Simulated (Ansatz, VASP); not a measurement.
**Si in VASP and in Ansatz**

```
Si
1.0
     4.29693    0.00000    0.00000
    -2.14847    3.72125    0.00000
     0.00000    0.00000    2.46445
Si
3
Direct
  0.00000 0.00000 0.00000
  0.33333 0.66667 0.50000
  0.66667 0.33333 0.50000
```

Alike in both runs: task single point; functional LDA; k mesh 11 × 11 × 16; occupations fermi-dirac, width 0.1 eV; no spin polarisation.

|  | VASP | Ansatz |
| --- | --- | --- |
| version | VASP 6.6.1 | Ansatz 0.2.0 |
| potentials or method | VASP PAW LDA potentials, release 64 (Si), cutoff 520 eV | plane waves (420 eV) with PAW, scalar-relativistic |
| valence electrons in the cell | 12 | 12 |

Ansatz gave:

| Item | Value |
| --- | --- |
| pressure (GPa) | 10.1 |
| traceless stress, the component that is largest in VASP (GPa) | 0.78 |

Estimate VASP's values.

pressure (GPa): 10.2; traceless stress, the component that is largest in VASP (GPa): 0.79.

Ansatz warns that its potentials were made for another functional, while VASP's fit it. LDA's correlation is that of Perdew and Zunger in VASP and of Perdew and Wang (1992) in Ansatz.
